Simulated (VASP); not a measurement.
Crystal: AlN.

```
CELL_PARAMETERS angstrom
2.83285 0.00000 0.00000
-1.41643 2.45332 0.00000
0.00000 0.00000 4.84101
ATOMIC_POSITIONS crystal
Al 0.00000 0.00000 0.00000
Al 0.00000 0.00000 0.50000
N 0.33333 0.66667 0.25000
N 0.66667 0.33333 0.75000
```

Base run:

| Property | Result |
| --- | --- |
| Program | VASP 6.6.1 |
| Functional | LDA |
| Potentials or basis | VASP PAW LDA potentials, release 64 (Al, N) |
| Cutoff | 520 eV |
| k mesh | 12 × 12 × 6 |
| Occupations | gaussian, width 0.01 eV |
| Spin | no spin polarisation |

Its results: band gap on the k mesh 4.82 eV, indirect (least direct gap 5.26 eV); pressure -4.7 GPa.

Problem. The run is repeated on the same cell with these changes: functional from LDA to r2SCAN; potentials or basis from VASP PAW LDA potentials, release 64 (Al, N) to VASP PAW PBE potentials, release 64 (Al, N). What comes out?

Solution. Band gap on the k mesh 5.69 eV, indirect (least direct gap 5.96 eV); pressure -0.8 GPa.

Caveats: the PAW data sets were made with another functional, which shifts forces and pressure a little (some runs).

A k mesh can miss the band edges.
